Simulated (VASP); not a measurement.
ScCdC4N4:

```
Sc Cd C N
1.0
     7.48260    0.00000    0.00000
     0.00000    7.48260    0.00000
     0.00000    0.00000    3.24186
Sc Cd C N
1 1 4 4
Direct
  0.50000 0.50000 0.00000
  0.00000 0.00000 0.00000
  0.18909 0.81091 0.00000
  0.81091 0.18909 0.00000
  0.18909 0.18909 0.00000
  0.81091 0.81091 0.00000
  0.29966 0.70034 0.00000
  0.70034 0.29966 0.00000
  0.29966 0.29966 0.00000
  0.70034 0.70034 0.00000
```

* Program: VASP 6.6.1
* Task: relaxation of cell and atoms
* Functional: PBE
* Potentials or basis: VASP PAW PBE potentials, release 64 (Sc_sv, Cd, C, N)
* Cutoff: 600 eV
* k mesh: 2 × 2 × 6
* Occupations: gaussian, width 0.1 eV
* Spin: no spin polarisation

At the start: pressure 13.8 GPa; volume 18.15 Å³/atom.

Where does the relaxation end?

Over 34 steps the energy falls by 273.9 meV/atom and the volume is 23.58 Å³/atom (+29.9 %); space group P4/mmm (No. 123, to 0.1 Å) before and after.

Step by step:
| step | energy change (eV) | largest force (eV/Å) | pressure (GPa) | volume (Å³) |
| --- | --- | --- | --- | --- |
| 1 | 0.0000 | 3.7184 | 13.81 | 181.51 |
| 2 | -0.7266 | 11.0958 | 7.92 | 225.29 |
| 3 | -1.8398 | 6.0050 | 8.65 | 204.09 |
| 4 | -1.9513 | 4.0930 | -6.38 | 225.37 |
| 5 | -2.4029 | 0.5187 | -0.21 | 214.79 |
| 6 | -2.4031 | 0.5552 | -0.06 | 214.57 |
| 7 | -2.4359 | 0.5094 | 0.00 | 214.79 |
| 8 | -2.5216 | 0.3773 | 0.19 | 215.43 |
| 9 | -2.6325 | 0.3077 | 0.74 | 216.64 |
| 10 | -2.5714 | 0.9410 | 2.37 | 218.81 |
| 11 | -2.6563 | 0.3078 | 1.24 | 217.42 |
| 12 | -2.6661 | 1.0765 | 2.00 | 220.78 |
| 13 | -2.6703 | 0.5981 | 1.73 | 219.59 |
| 14 | -2.6804 | 0.5311 | 1.44 | 220.90 |
| 15 | -2.7008 | 0.3314 | 0.59 | 224.87 |
| 16 | -2.6986 | 0.2609 | -0.95 | 232.93 |
| 17 | -2.7067 | 0.1456 | -0.16 | 228.65 |
| 18 | -2.7089 | 0.1102 | -0.17 | 228.83 |
| 19 | -2.7147 | 0.1540 | -0.20 | 229.36 |
| 20 | -2.7228 | 0.3519 | -0.25 | 230.41 |
| 21 | -2.7260 | 0.7382 | -0.34 | 232.48 |
| 22 | -2.7269 | 0.6189 | -0.31 | 231.84 |
| 23 | -2.7282 | 0.5717 | -0.25 | 231.93 |
| 24 | -2.7313 | 0.4295 | -0.07 | 232.20 |
| 25 | -2.7345 | 0.1411 | 0.30 | 232.74 |
| 26 | -2.7346 | 0.0683 | 0.40 | 232.88 |
| 27 | -2.7348 | 0.0648 | 0.39 | 232.95 |
| 28 | -2.7354 | 0.0539 | 0.36 | 233.19 |
| 29 | -2.7365 | 0.0424 | 0.30 | 233.67 |
| 30 | -2.7379 | 0.0540 | 0.18 | 234.62 |
| 31 | -2.7382 | 0.0923 | -0.06 | 236.54 |
| 32 | -2.7385 | 0.0677 | 0.03 | 235.77 |
| 33 | -2.7383 | 0.1185 | -0.16 | 235.97 |
| 34 | -2.7386 | 0.0036 | -0.03 | 235.84 |

Final structure:
```xyz
10
Lattice="8.0200 0.0000 0.0000 0.0000 8.0200 0.0000 0.0000 0.0000 3.6667" Properties=species:S:1:pos:R:3 pbc="T T T"
Sc    4.0100    4.0100    0.0000
Cd    0.0000    0.0000    0.0000
C     1.6404    6.3796    0.0000
C     6.3796    1.6404    0.0000
C     1.6404    1.6404    0.0000
C     6.3796    6.3796    0.0000
N     2.4699    5.5501    0.0000
N     5.5501    2.4699    0.0000
N     2.4699    2.4699    0.0000
N     5.5501    5.5501    0.0000
```

Caveat: the k points lie up to 0.39 Å⁻¹ apart in the final cell, too coarse for converged energies and pressures of a metal; the volume moved by over 15 % at a fixed basis, so the end points are rough.
